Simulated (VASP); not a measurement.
# BAs (F-43m) in VASP: further runs

BAs is run at these levels: PBE; tasks: vibrations by perturbation theory, elastic constants.

Everything below comes from runs of VASP 6.6.1. Logs are shortened: lines on timing, memory, paths and dates and some standing lists are left out, and cuts for length are marked.

### 1 The cell of the first run

The structure is cubic, space group F-43m (No. 216). Conventional cell: a = 4.713 Å, b = 4.713 Å, c = 4.713 Å, α = 90.00°, β = 90.00°, γ = 90.00°. Within 2.7 Å of B (site symmetry -43m) lie 4 As at 2.04 Å. As (site symmetry -43m) has 4 B at 2.04 Å within 2.7 Å.

### 2 Vibrations by perturbation theory, PBE

Input file INCAR:

```
PREC = Accurate
ENCUT = 520
EDIFF = 1E-8
ISMEAR = 0
SIGMA = 0.01
LREAL = False
LASPH = True
NELM = 60
ALGO = Normal
ISIF = 2
LWAVE = False
LCHARG = False
GGA = PE
NBANDS = 11
IBRION = 8
NSW = 1
LEPSILON = True
```

Input file KPOINTS:

```
Automatic mesh
0
Gamma
  10 10 10
```

Input file POSCAR:

```
BAs
1.0
    0.0000000000      2.3566540870      2.3566540870
    2.3566540870      0.0000000000      2.3566540870
    2.3566540870      2.3566540870      0.0000000000
B As
1 1
Direct
    0.0000000000      0.0000000000      0.0000000000
    0.7500000000      0.7500000000      0.7500000000
```

Potentials or basis: VASP PAW PBE potentials, release 64 (B, As).

Launch:

```
$ cat potpaw_PBE.64/B/POTCAR potpaw_PBE.64/As/POTCAR > POTCAR
$ mpirun -np 1 vasp_std > vasp.out
```

OUTCAR:

```text
PREC = Accurate
   ENCUT = 520
   EDIFF = 1E-8
   ISMEAR = 0
   LREAL = False
   LASPH = True
   NELM = 60
   ISIF = 2
   GGA = PE
   IBRION = 8
   NSW = 1
   LEPSILON = True

 ion  position               nearest neighbor table
   1  0.000  0.000  0.000-   2 2.04   2 2.04   2 2.04   2 2.04
   2  0.750  0.750  0.750-   1 2.04   1 2.04   1 2.04   1 2.04

  LATTYP: Found a face centered cubic cell.
 ALAT       =     4.7133081740

  Lattice vectors:

 A1 = (   0.0000000000,   2.3566540870,   2.3566540870)
 A2 = (   2.3566540870,   0.0000000000,   2.3566540870)
 A3 = (   2.3566540870,   2.3566540870,   0.0000000000)

Analysis of symmetry for initial positions (statically):
=====================================================================
 Subroutine PRICEL returns:
 Original cell was already a primitive cell.

 Routine SETGRP: Setting up the symmetry group for a
 face centered cubic supercell.

 Subroutine GETGRP returns: Found 24 space group operations
 (whereof 24 operations were pure point group operations)
 out of a pool of 48 trial point group operations.

The static configuration has the point symmetry T_d .

Analysis of symmetry for dynamics (positions and initial velocities):
=====================================================================
 Subroutine PRICEL returns:
 Original cell was already a primitive cell.

 Routine SETGRP: Setting up the symmetry group for a
 face centered cubic supercell.

 Subroutine GETGRP returns: Found 24 space group operations
 (whereof 24 operations were pure point group operations)
 out of a pool of 48 trial point group operations.

The dynamic configuration has the point symmetry T_d .

 Subroutine INISYM returns: Found 24 space group operations
 (whereof 24 operations are pure point group operations),
 and found     1 'primitive' translations

----------------------------------------------------------------------------------------

                                     Primitive cell

  volume of cell :      26.1769

  direct lattice vectors                    reciprocal lattice vectors
     0.000000000  2.356654087  2.356654087    -0.212165206  0.212165206  0.212165206
     2.356654087  0.000000000  2.356654087     0.212165206 -0.212165206  0.212165206
     2.356654087  2.356654087  0.000000000     0.212165206  0.212165206 -0.212165206

  length of vectors
     3.332812172  3.332812172  3.332812172     0.367480917  0.367480917  0.367480917

  position of ions in fractional coordinates (direct lattice)
     0.000000000  0.000000000  0.000000000
     0.750000000  0.750000000  0.750000000

  ion indices of the primitive-cell ions
   primitive index   ion index
                 1           1
                 2           2

----------------------------------------------------------------------------------------

 KPOINTS: Automatic mesh

Automatic generation of k-mesh.
 Grid dimensions read from file:
 generate k-points for:   10   10   10

 Generating k-lattice:

  Cartesian coordinates                     Fractional coordinates (reciprocal lattice)
    -0.021216521  0.021216521  0.021216521     0.100000000  0.000000000  0.000000000
     0.021216521 -0.021216521  0.021216521     0.000000000  0.100000000  0.000000000
[... 486 lines left out ...]
  free energy    TOTEN  =        -0.67932029 eV

  energy without entropy =       -0.67932029

------------------------ aborting loop because EDIFF is reached ----------------------------------------

--------------------------------------- Ionic step        2  -------------------------------------------

------------------------ aborting loop because EDIFF is reached ----------------------------------------

--------------------------------------- Ionic step        3  -------------------------------------------

------------------------ aborting loop because EDIFF is reached ----------------------------------------

 PIEZOELECTRIC TENSOR FIELD DIRECTION 3  (e Angst)
 -----------------------------------------------------------------------------
    -0.00045 -0.24194  0.00000           ( -0.00000 -0.09882  0.00000)
    -0.24194 -0.00045  0.00000           ( -0.09882 -0.00000  0.00000)
     0.00000  0.00000  0.00001           (  0.00000  0.00000 -0.00000)

 PIEZOELECTRIC TENSOR FIELD DIRECTION 3  (C/m^2)
 -----------------------------------------------------------------------------
    -0.00027 -0.14808  0.00000
    -0.14808 -0.00027  0.00000
     0.00000  0.00000  0.00001

--------------------------------------- Ionic step        4  -------------------------------------------

------------------------ aborting loop because EDIFF is reached ----------------------------------------

[... ionic steps 5 to 6 ...]

--------------------------------------- Ionic step        7  -------------------------------------------

 Free energy of the ion-electron system (eV)
  ---------------------------------------------------
  ---------------------------------------------------
  free energy    TOTEN  =        -0.03641204 eV

  energy without entropy =       -0.03641204

------------------------ aborting loop because EDIFF is reached ----------------------------------------

 INTERNAL STRAIN TENSOR  FOR ION    2  DIRECTION 1   (eV/Angst):
 -----------------------------------------------------------------------------
    -0.00877  0.00000  0.00000
     0.00000  0.00664  8.97826
     0.00000  8.97826  0.00664

 MACROSCOPIC STATIC DIELECTRIC TENSOR (including local field effects in DFT)
 ------------------------------------------------------
           9.715084     0.000000    -0.000000
          -0.000000     9.715084    -0.000000
          -0.000000     0.000000     9.715084
 ------------------------------------------------------

 PIEZOELECTRIC TENSOR (including local field effects)  for field in x, y, z        (e  Angst)
          XX          YY          ZZ          XY          YZ          ZX
  --------------------------------------------------------------------------------
  x    -0.00000     0.00000     0.00000     0.00000    -0.23653     0.00000
  y    -0.00000    -0.00000     0.00000     0.00000     0.00000    -0.23653
  z     0.00000     0.00000     0.00000    -0.23653     0.00000     0.00000

 PIEZOELECTRIC TENSOR (including local field effects)  for field in x, y, z        (C/m^2)
          XX          YY          ZZ          XY          YZ          ZX
  --------------------------------------------------------------------------------
  x    -0.00000     0.00000     0.00000     0.00000    -0.14477     0.00000
  y    -0.00000    -0.00000     0.00000     0.00000     0.00000    -0.14477
  z     0.00000     0.00000     0.00000    -0.14477     0.00000     0.00000

 BORN EFFECTIVE CHARGES (including local field effects) (in |e|, cummulative output)
 ---------------------------------------------------------------------------------
 ion    1
    1    -0.64925     0.00000     0.00000
    2     0.00000    -0.64925     0.00000
    3    -0.00000    -0.00000    -0.64925
 ion    2
    1     0.64925     0.00000     0.00000
    2     0.00000     0.64925     0.00000
    3     0.00000     0.00000     0.64925

 INTERNAL STRAIN TENSOR FOR ION    2 for displacements in x,y,z  (eV/Angst):
          X           Y           Z          XY          YZ          ZX
  --------------------------------------------------------------------------------
  x     0.00000    -0.00000    -0.00000     0.00000     8.97826     0.00000
  y    -0.00000     0.00000    -0.00000     0.00000     0.00000     8.97826
  z    -0.00000    -0.00000     0.00000     8.97826     0.00000     0.00000

 SECOND DERIVATIVES (NOT SYMMETRIZED)
 ------------------------------------
               1X          1Y          1Z          2X          2Y          2Z
  1X   -18.243071    0.000000    0.000000   18.243071    0.000000    0.000000
  1Y     0.000000  -18.243071    0.000000    0.000000   18.243071    0.000000
  1Z     0.000000    0.000000  -18.243071    0.000000    0.000000   18.243071
  2X    18.241912    0.000000    0.000000  -18.241912    0.000000    0.000000
  2Y     0.000000   18.241912    0.000000    0.000000  -18.241912    0.000000
  2Z     0.000000    0.000000   18.241912    0.000000    0.000000  -18.241912

 Eigenvectors and eigenvalues of the dynamical matrix
 ----------------------------------------------------

   1 f  =   21.723728 THz   136.494209 2PiTHz  724.625570 cm-1    89.842080 meV
             X         Y         Z           dx          dy          dz
      0.000000  0.000000  0.000000     0.934830    0.000000    0.000000
      3.534981  3.534981  3.534981    -0.355097    0.000000    0.000000
[... 21 lines left out ...]
   6 f/i=    0.000229 THz     0.001439 2PiTHz    0.007641 cm-1     0.000947 meV
             X         Y         Z           dx          dy          dz
      0.000000  0.000000  0.000000    -0.000628    0.005672    0.355051
      3.534981  3.534981  3.534981    -0.001653    0.014933    0.934709

--------------------------------------------------------------------------------------------------------

 MACROSCOPIC STATIC DIELECTRIC TENSOR IONIC CONTRIBUTION
 ------------------------------------------------------
           0.159730     0.000000     0.000000
           0.000000     0.159730     0.000000
           0.000000     0.000000     0.159730
 ------------------------------------------------------

 ELASTIC MODULI CONTR FROM IONIC RELAXATION (kBar)
 Direction    XX          YY          ZZ          XY          YZ          ZX
 --------------------------------------------------------------------------------
 XX          -0.0000      0.0000      0.0000      0.0000     -0.0000      0.0000
 YY           0.0000     -0.0000      0.0000      0.0000      0.0000     -0.0000
 ZZ           0.0000      0.0000     -0.0000     -0.0000      0.0000      0.0000
 XY           0.0000      0.0000     -0.0000   -282.0775      0.0000      0.0000
 YZ          -0.0000      0.0000      0.0000      0.0000   -282.0775      0.0000
 ZX           0.0000     -0.0000      0.0000      0.0000      0.0000   -282.0775
 --------------------------------------------------------------------------------

 PIEZOELECTRIC TENSOR IONIC CONTR  for field in x, y, z        (C/m^2)
          XX          YY          ZZ          XY          YZ          ZX
  --------------------------------------------------------------------------------
  x     0.00000    -0.00000    -0.00000     0.00000     0.19973     0.00000
  y    -0.00000     0.00000    -0.00000     0.00000     0.00000     0.19973
  z    -0.00000    -0.00000     0.00000     0.19973     0.00000     0.00000
```

It took 5.2 min on 1 thread of Intel Xeon 6975P-C, shared host; peak memory 0.28 GiB.

Results:

| Quantity | Value |
| --- | --- |
| Electronic dielectric tensor (diagonal) | 9.72 |
| Born charges (mean of the diagonal) | B -0.65; As +0.65 e |
| Highest phonon frequency at Γ, LO-TO splitting left out | 725 cm⁻¹ |

Phonon frequencies in cm⁻¹ (negative: imaginary):
| q point | frequencies |
| --- | --- |
| (0.000, 0.000, 0.000) | 0 0 0 725 725 725 |

Electronic dielectric tensor:
```
9.72 0.00 0.00
0.00 9.72 0.00
0.00 0.00 9.72
```

Born effective charge tensors (e):
atom 1, B
```
-0.65  0.00  0.00
 0.00 -0.65  0.00
 0.00  0.00 -0.65
```
atom 2, As
```
0.65 0.00 0.00
0.00 0.65 0.00
0.00 0.00 0.65
```

Caveat: the cell wasn't relaxed at this level first, which shifts response properties.

(Part 1 of 3 ends here.)
